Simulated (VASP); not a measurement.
# GaN (Fm-3m) in VASP: notebook

The runs below take GaN through single point, with r2SCAN.

Everything below comes from runs of VASP 6.6.1. Logs are shortened: lines on timing, memory, paths and dates and some standing lists are left out, and cuts for length are marked.

## (1) The cell of the first run

It takes space group Fm-3m (No. 225, cubic). The conventional cell has a = 4.217 Å, b = 4.217 Å, c = 4.217 Å, α = 90.00°, β = 90.00°, γ = 90.00°. Within 2.8 Å of Ga (site symmetry m-3m) lie 6 N at 2.11 Å. Within 2.8 Å of N (site symmetry m-3m) lie 6 Ga at 2.11 Å.

## (2) Single point, r2SCAN

The input, POSCAR:

```
GaN
1.0
    0.0000000000      2.1085152362      2.1085152362
    2.1085152362      0.0000000000      2.1085152362
    2.1085152362      2.1085152362      0.0000000000
Ga N
1 1
Direct
    0.0000000000      0.0000000000      0.0000000000
    0.5000000000      0.5000000000      0.5000000000
```

The input, INCAR.step1:

```
ALGO = Normal ; EDIFF = 1E-4
ENCUT = 520 ; GGA = PE
ISMEAR = 0 ; LASPH = True
LCHARG = False ; LREAL = False
LWAVE = True ; NBANDS = 16
NELM = 60 ; PREC = Accurate
SIGMA = 0.01
```

The input, INCAR.step2:

```
ALGO = Normal ; EDIFF = 1E-6
ENCUT = 520 ; ISIF = 2
ISMEAR = 0 ; ISTART = 1
LASPH = True ; LCHARG = True
LELF = True ; LMIXTAU = True
LREAL = False ; LVHAR = True
LWAVE = False ; METAGGA = R2SCAN
NBANDS = 16 ; NELM = 60
PREC = Accurate ; SIGMA = 0.01
```

The input, KPOINTS:

```
k-points
0
Gamma
  8 8 8
```

Potentials or basis: VASP PAW PBE potentials, release 64 (Ga_d, N).

The run is started by

```sh
cat potpaw_PBE.64/Ga_d/POTCAR potpaw_PBE.64/N/POTCAR > POTCAR
cp INCAR.step1 INCAR
mpirun -np 1 vasp_std > vasp.out
cp INCAR.step2 INCAR
mpirun -np 1 vasp_std > vasp.out
```

OUTCAR:

```text
EDIFF = 1E-6
   ENCUT = 520
   ISIF = 2
   ISMEAR = 0
   ISTART = 1
   LASPH = True
   LREAL = False
   METAGGA = R2SCAN
   NELM = 60
   PREC = Accurate

 ion  position               nearest neighbor table
   1  0.000  0.000  0.000-   2 2.11   2 2.11   2 2.11   2 2.11   2 2.11   2 2.11
   2  0.500  0.500  0.500-   1 2.11   1 2.11   1 2.11   1 2.11   1 2.11   1 2.11

  LATTYP: Found a face centered cubic cell.
 ALAT       =     4.2170304724

  Lattice vectors:

 A1 = (   0.0000000000,   2.1085152362,   2.1085152362)
 A2 = (   2.1085152362,   0.0000000000,   2.1085152362)
 A3 = (   2.1085152362,   2.1085152362,   0.0000000000)

Analysis of symmetry for initial positions (statically):
=====================================================================
 Subroutine PRICEL returns:
 Original cell was already a primitive cell.

 Routine SETGRP: Setting up the symmetry group for a
 face centered cubic supercell.

 Subroutine GETGRP returns: Found 48 space group operations
 (whereof 48 operations were pure point group operations)
 out of a pool of 48 trial point group operations.

The static configuration has the point symmetry O_h .

Analysis of symmetry for dynamics (positions and initial velocities):
=====================================================================
 Subroutine PRICEL returns:
 Original cell was already a primitive cell.

 Routine SETGRP: Setting up the symmetry group for a
 face centered cubic supercell.

 Subroutine GETGRP returns: Found 48 space group operations
 (whereof 48 operations were pure point group operations)
 out of a pool of 48 trial point group operations.

The dynamic configuration has the point symmetry O_h .

 Subroutine INISYM returns: Found 48 space group operations
 (whereof 48 operations are pure point group operations),
 and found     1 'primitive' translations

----------------------------------------------------------------------------------------

                                     Primitive cell

  volume of cell :      18.7482

  direct lattice vectors                    reciprocal lattice vectors
     0.000000000  2.108515236  2.108515236    -0.237133691  0.237133691  0.237133691
     2.108515236  0.000000000  2.108515236     0.237133691 -0.237133691  0.237133691
     2.108515236  2.108515236  0.000000000     0.237133691  0.237133691 -0.237133691

  length of vectors
     2.981890844  2.981890844  2.981890844     0.410727601  0.410727601  0.410727601

  position of ions in fractional coordinates (direct lattice)
[... 79 lines left out ...]
   EDIFF  = 0.1E-05   stopping-criterion for ELM
   LREAL  =      F    real-space projection
   EDIFFG = 0.1E-04   stopping-criterion for IOM
   NSW    =      0    number of steps for IOM
   IBRION =     -1    ionic relax: 0-MD 1-quasi-New 2-CG
   NFREE  =      0    steps in history (QN), initial steepest desc. (CG)
   ISIF   =      2    stress and relaxation
   ISYM   =      2    0-nonsym 1-usesym 2-fastsym
   POTIM  = 0.5000    time-step for ionic-motion
   TEBEG  =    0.0;   TEEND  =   0.0 temperature during run
   PSTRESS=    0.0 pullay stress
   NELECT =      18.0000    total number of electrons
   NUPDOWN=      -1.0000    fix difference up-down
   EMIN   =  10.00;   EMAX   =-10.00  energy-range for DOS
   EFERMI =   0.00;   METHOD = LEGACY
   ISMEAR =     0;   SIGMA  =   0.01  broadening in eV -4-tet -1-fermi 0-gaus
   EFERMI_NEDOS =   21; number of points for ismear=-14 and -15
   IALGO  =     38    algorithm
   IMIX   =      4    mixing-type and parameters
     AMIX     =   0.40;   BMIX     =  1.00
     AMIX_MAG =   1.60;   BMIX_MAG =  1.00
  volume/ion in A,a.u.               =       9.37        63.26
  Fermi-wavevector in a.u.,A,eV,Ry     =   1.615024  3.051952 35.488101  2.608302
  Thomas-Fermi vector in A             =   2.709838
   LORBIT       =      0    0 simple, 1 ext, 2 COOP (PROOUT), +10 PAW based schemes
   METAGGA = R2SCAN    functional components
   LHFCALC =     F    Hartree Fock is set to
   AEXX    =    0.0000 exact exchange contribution
   IVDW    =     0    specifies the selected vdW correction
   LEPSILON=     F    determine dielectric tensor
   LRPA    =     F    only Hartree local field effects (RPA)
 non-spin polarized calculation
 Gauss-broadening in eV      SIGMA  =   0.01
  energy-cutoff  :      520.00
  volume of cell :       18.75
 maximum number of plane-waves:       531
 NGX is ok and might be reduce to    24
   NGX = 11   NGY = 11   NGZ = 11

 number of electron      18.0000008 magnetization

 Free energy of the ion-electron system (eV)
  ---------------------------------------------------
  ext. energy  EPLUGINS =         0.00000000
  ---------------------------------------------------
  free energy    TOTEN  =       -20.97502203 eV

  energy without entropy =      -20.97502203  energy(sigma->0) =      -20.97502203

 E-fermi :   7.7943     XC(G=0): -14.2191

 val. band max:        7.7271665840   @ k =  -0.2500   0.1250   0.0000
 cond. band min:       8.8955137269   @ k =   0.5000   0.5000   0.0000
 fundamental gap:      1.1683471429
 Fermi energy:         7.7943310524

 k-point     1 :       0.0000    0.0000    0.0000
  band No.  band energies     occupation
      1     -10.3885      2.00000
      2      -6.6383      2.00000
      3      -6.6383      2.00000
      4      -6.6383      2.00000
      5      -6.5687      2.00000
      6      -6.5687      2.00000
[... 433 lines left out ...]
      3      -6.6882      2.00000
      4      -6.5923      2.00000
      5      -6.4100      2.00000
      6      -5.2943      2.00000
[... 8 lines left out ...]
     15      27.7838      0.00000
     16      32.6169      0.00000

 [... further k-points ...]

------------------------ aborting loop because EDIFF is reached ----------------------------------------

  FORCE on cell =-STRESS in cart. coord.  units (eV):
  Direction    XX          YY          ZZ          XY          YZ          ZX
  --------------------------------------------------------------------------------------
  -------------------------------------------------------------------------------------
  Total        0.1518031      0.1518031      0.1518031     -0.0000000     -0.0000000      0.0000000
  in kB       12.9727145     12.9727145     12.9727145     -0.0000000     -0.0000000      0.0000000
  external PRESSURE =      12.9727145 kB  Pullay stress =       0.0000000 kB

 VOLUME and BASIS-vectors are now :
 -----------------------------------------------------------------------------
  energy-cutoff  :      520.00
  volume of cell :       18.75
      direct lattice vectors                 reciprocal lattice vectors
     0.000000000  2.108515236  2.108515236    -0.237133691  0.237133691  0.237133691
     2.108515236  0.000000000  2.108515236     0.237133691 -0.237133691  0.237133691
     2.108515236  2.108515236  0.000000000     0.237133691  0.237133691 -0.237133691

 POSITION                                       TOTAL-FORCE (eV/Angst)
 -----------------------------------------------------------------------------------
      0.00000      0.00000      0.00000         0.000000     -0.000000      0.000000
      2.10852      2.10852      2.10852        -0.000000      0.000000     -0.000000
 -----------------------------------------------------------------------------------
    total drift:                                0.000000     -0.000000     -0.000000

  FREE ENERGIE OF THE ION-ELECTRON SYSTEM (eV)
  ---------------------------------------------------
  free  energy   TOTEN  =       -20.9750220297 eV

  energy  without entropy=      -20.9750220297  energy(sigma->0) =      -20.97502203
```

It took 17 s on 1 thread of Intel Xeon 6975P-C (Granite Rapids), shared host; peak memory 0.14 GiB.

What came out:

```yaml
Free_energy: -20.9750 eV
Pressure: 1.3 GPa
Band_gap_on_the_k_mesh: 1.17 eV, indirect (least direct gap 3.41 eV)
```

Levels at points of the mesh, in eV from the valence-band top:
```
           k point  band 7  band 8  band 9  band 10  band 11  band 12
(0.00, 0.00, 0.00)   -0.51   -0.51   -0.51     2.89    15.51    15.51
(0.50, 0.00, 0.00)   -8.37   -0.16   -0.16     5.42     9.87     9.87
(0.50, 0.50, 0.00)   -7.26   -3.13   -3.13     1.17     8.52    13.15
```

Caveat: the PAW data sets were made with another functional, which shifts forces and pressure a little.

## (3) Single point, r2SCAN (volume changed by +3%)

The input, POSCAR:

```
GaN
1.0
    0.0000000000      2.1293929825      2.1293929825
    2.1293929825      0.0000000000      2.1293929825
    2.1293929825      2.1293929825      0.0000000000
Ga N
1 1
Direct
    0.0000000000      0.0000000000      0.0000000000
    0.5000000000      0.5000000000      0.5000000000
```

The input, INCAR.step1:

```
PREC     = Accurate       # precision mode
ENCUT    = 520            # plane-wave cutoff, eV
ISMEAR   = 0              # smearing method
SIGMA    = 0.01           # smearing width, eV
LREAL    = False          # projectors in reciprocal space
LASPH    = True           # aspherical terms in the spheres
NELM     = 60             # most SCF steps
NBANDS   = 16             # bands
GGA      = PE             # functional
ALGO     = Normal         # electronic algorithm
EDIFF    = 1E-4           # SCF threshold, eV
LWAVE    = True           # write WAVECAR
LCHARG   = False          # write CHGCAR
```

The input, INCAR.step2:

```
PREC     = Accurate       # precision mode
ENCUT    = 520            # plane-wave cutoff, eV
EDIFF    = 1E-7           # SCF threshold, eV
ISMEAR   = 0              # smearing method
SIGMA    = 0.01           # smearing width, eV
LREAL    = False          # projectors in reciprocal space
LASPH    = True           # aspherical terms in the spheres
NELM     = 60             # most SCF steps
ALGO     = Normal         # electronic algorithm
ISIF     = 2              # what is computed and relaxed
LWAVE    = False          # write WAVECAR
LCHARG   = True           # write CHGCAR
METAGGA  = R2SCAN         # meta-GGA
LMIXTAU  = True         
LELF     = True           # ELF
LVHAR    = True         
NBANDS   = 16             # bands
ISTART   = 1
```

The input, KPOINTS:

```
Automatic mesh
0
Gamma
  8 8 8
```

Potentials or basis: VASP PAW PBE potentials, release 64 (Ga_d, N).

The run is started by

```sh
cat potpaw_PBE.64/Ga_d/POTCAR potpaw_PBE.64/N/POTCAR > POTCAR
cp INCAR.step1 INCAR
mpirun -np 1 vasp_std > vasp.out
cp INCAR.step2 INCAR
mpirun -np 1 vasp_std > vasp.out
```

It took 20 s on 1 thread of Intel Xeon 6975P-C (Granite Rapids), shared host; peak memory 0.14 GiB.

It converged, with:

| Item | Value |
| --- | --- |
| Free energy | -20.9674 eV |
| Pressure | -5.6 GPa |
| Band gap on the k mesh | 0.97 eV, indirect (least direct gap 3.02 eV) |

Levels at points of the mesh, in eV from the valence-band top:
| k point | band 5 | band 6 | band 7 | band 8 | band 9 | band 10 | band 11 | band 12 | band 13 | band 14 |
| --- | --- | --- | --- | --- | --- | --- | --- | --- | --- | --- |
| (0.00, 0.00, 0.00) | -14.32 | -14.32 | -0.48 | -0.48 | -0.48 | 2.54 | 15.33 | 15.33 | 15.33 | 16.59 |
| (0.50, 0.00, 0.00) | -14.18 | -14.18 | -8.21 | -0.16 | -0.16 | 5.28 | 9.69 | 9.69 | 10.02 | 17.28 |
| (0.50, 0.50, 0.00) | -14.13 | -11.60 | -7.03 | -3.02 | -3.02 | 0.97 | 8.48 | 12.83 | 15.36 | 15.36 |

Caveat: the PAW data sets were made with another functional, which shifts forces and pressure a little. A k mesh can miss the band edges.

[end of part 1 of 2]
